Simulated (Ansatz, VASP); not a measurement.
One calculation of RbNaPt6, two programs

```
CELL_PARAMETERS angstrom
4.11510 0.00000 0.00000
0.00000 4.11510 0.00000
0.00000 0.00000 8.29324
ATOMIC_POSITIONS crystal
Rb 0.00000 0.00000 0.00000
Na 0.00000 0.00000 0.50000
Pt 0.50000 0.50000 0.00000
Pt 0.50000 0.50000 0.50000
Pt 0.50000 0.00000 0.27424
Pt 0.50000 0.00000 0.72576
Pt 0.00000 0.50000 0.27424
Pt 0.00000 0.50000 0.72576
```

Change from the starting cell: species swapped into the LaCePd6 type (P4/mmm, No. 123).

Alike in both runs: functional PBE; k mesh 4 × 4 × 2; occupations gaussian, width 0.1 eV; no spin polarisation.

Ansatz relaxed the structure, and its values are those at the end. VASP's run is a single point on that final structure, the one shown.

|  | VASP | Ansatz |
| --- | --- | --- |
| version | VASP 6.6.1 | Ansatz 0.2.0 |
| potentials or method | VASP PAW PBE potentials, release 64 (Rb_sv, Na_pv, Pt), cutoff 520 eV | scalar-relativistic, plane waves, PAW |
| valence electrons in the cell | 76 | 126 |

```csv
,VASP,Ansatz,Ansatz less VASP
gap on the k mesh at the Fermi level (eV),none,none,-
pressure (GPa),0.0,-0.1,-0.05
rms of the force components (eV/Å),0.008,0.002,-0.0055
```

A gap of «none» marks a metal or a gap that the smearing closes. VASP's potentials hold 76 valence electrons a cell and Ansatz's 126, so a difference there can come from the potentials and not from the codes.

The k mesh is coarse, so the values compare programs but aren't converged. Spin-orbit coupling is off throughout.
